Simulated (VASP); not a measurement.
Runs of VASP 6.6.1 on Mn. The structure is that of space group Pm-3m (No. 221), or close to it. The cells are those of the table. 

| task | spin | cell | k mesh | cutoff (eV) | smearing | gap on the mesh (eV) | pressure (GPa) | moment (μB) |
| --- | --- | --- | --- | --- | --- | --- | --- | --- |
| single point | off | a = 2.260 Å, 1 atom | 16 × 16 × 16 | 520 | fermi-dirac 0.1 eV | none | 0.8 | - |
| single point | off | a = 2.260 Å, 1 atom | 13 × 13 × 13 | 520 | fermi-dirac 0.1 eV | none | 0.8 | - |
| single point | off | a = 2.318 Å, 1 atom | 16 × 16 × 16 | 520 | fermi-dirac 0.1 eV | none | -14.8 | - |
| single point | off | a = 2.347 Å, 1 atom | 16 × 16 × 16 | 520 | fermi-dirac 0.1 eV | none | -20.3 | - |
| single point | off | a = 2.260 Å, 1 atom | 23 × 23 × 23 | 520 | fermi-dirac 0.1 eV | none | 0.8 | - |
| single point | non-collinear, zero start, SOC | a = 2.260 Å, 1 atom | 14 × 14 × 14 | 520 | fermi-dirac 0.1 eV | - | 0.7 | 0.00 |
| single point | collinear, ferromagnetic start | a = 2.393 Å, 1 atom | 15 × 15 × 15 | 520 | fermi-dirac 0.05 eV | none | 14.2 | 3.04 |
| single point | off | a = 2.198 Å, 1 atom | 16 × 16 × 16 | 520 | fermi-dirac 0.1 eV | none | 24.2 | - |
| relaxation of cell and atoms | off | relaxed from a = 2.332 Å, 1 atom | 13 × 13 × 13 | 600 | fermi-dirac 0.1 eV | none | -0.1 | - |
| single point | off | a = 2.289 Å, 1 atom | 16 × 16 × 16 | 520 | fermi-dirac 0.1 eV | none | (a) | - |
| single point | off | a = 2.165 Å, 1 atom | 16 × 16 × 16 | 520 | fermi-dirac 0.1 eV | none | 40.5 | - |
| single point | off | a = 2.229 Å, 1 atom | 16 × 16 × 16 | 520 | fermi-dirac 0.1 eV | none | (b) | - |

Alike in all rows: level r2SCAN; potentials or basis VASP PAW PBE potentials, release 64 (Mn_pv).

Problem. Estimate the missing entries.

Solution. (a) -7.8; (b) 11.4.

Caveats: the PAW data sets were made with another functional, which shifts forces and pressure a little.

A gap of «none» marks levels without a gap at the run's occupations.
